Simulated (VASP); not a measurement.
A run of VASP 6.6.1:

Contents of INCAR:

```
SYSTEM = F
PREC = Accurate
ENCUT = 520
EDIFF = 1E-6
ISMEAR = -1
SIGMA = 0.08
LREAL = .FALSE.
LASPH = .TRUE.
NELM = 80
ALGO = Normal
ISIF = 2
LWAVE = .FALSE.
LCHARG = .FALSE.
GGA = PE
NBANDS = 14
```

The input KPOINTS:

```
regular mesh
0
G
  19 19 19
  0 0 0
```

File POSCAR:

```
F
1.0
   -1.8065893765      1.8065893765      1.1381792401
    1.8065893765     -1.8065893765      1.1381792401
    1.8065893765      1.8065893765     -1.1381792401
F
2
Direct
   -0.3750000000     -0.1250000000     -0.2500000000
    0.3750000000      0.1250000000      0.2500000000
```

Potentials or basis: VASP PAW PBE potentials, release 64 (F).

Launch:

```console
$ cat potpaw_PBE.64/F/POTCAR > POTCAR
$ mpirun -np 1 vasp_std > vasp.out
```

Hardware: 1 thread of Intel Xeon 8259CL, with other jobs on the host.

How long does it take, and how much memory?

Run time: 2.4 min on 1 thread of Intel Xeon 8259CL, with other jobs on the host, peak memory 0.2 GiB. Counts: scf iterations 11, k points 550.
